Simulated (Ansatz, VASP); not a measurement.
## Mo: VASP beside Ansatz

INCAR

```
SYSTEM = Mo
ALGO = Normal
EDIFF = 1E-8
ENCUT = 520
GGA = PE
ISIF = 2
ISMEAR = -1
LASPH = .TRUE.
LCHARG = .FALSE.
LEFG = .TRUE.
LREAL = .FALSE.
LWAVE = .FALSE.
NBANDS = 21
NELM = 80
PREC = Accurate
SIGMA = 0.05
```

File KPOINTS:

```
k-points
0
G
  11 11 11
  0 0 0
```

The input POSCAR:

```
Mo
1.0
    0.0000000000      2.7958218595      2.7958218595
    2.7958218595      0.0000000000      2.7958218595
    2.7958218595      2.7958218595      0.0000000000
Mo
2
Direct
    0.0000000000      0.0000000000      0.0000000000
    0.2500000000      0.2500000000      0.2500000000
```

Input for Ansatz:

```yaml
crystal:
  lattice:
    - [0.0, 2.7958218595, 2.7958218595]
    - [2.7958218595, 0.0, 2.7958218595]
    - [2.7958218595, 2.7958218595, 0.0]
  atoms:
    - { symbol: Mo, position: [0.0, 0.0, 0.0] }
    - { symbol: Mo, position: [0.25, 0.25, 0.25] }
kpoints:
  mp_grid: { grid: [11, 11, 11] }
scf:
  occupations: { method: fermi_dirac, width: 0.05 }
hamiltonian:
  xc: pbe
  pseudopotentials: { kind: paw }
output:
  forces: true
  stress: true
  eigenvalues: true
  efg: { contact_densities: true }
```

Change from the starting cell: volume scaled by 0.95, PAW files.

Alike in both runs: task electric field gradients; functional PBE; k mesh 11 × 11 × 11; occupations fermi-dirac, width 0.05 eV; no spin polarisation.

|  | VASP | Ansatz |
| --- | --- | --- |
| version | VASP 6.6.1 | Ansatz 0.2.0 |
| potentials or method | VASP PAW PBE potentials, release 64 (Mo_sv) | PAW with Ansatz's default frozen-core files, scalar-relativistic |
| plane-wave cutoff (eV) | 520 | 420 |
| valence electrons in the cell | 28 | 28 |

Ansatz gave:

* pressure (GPa): 6.0

**Question.** Which values does VASP return?

**Answer.** Pressure (GPa): 6.5.

With one functional, cell and mesh, what is left measures potentials, basis and numerics.
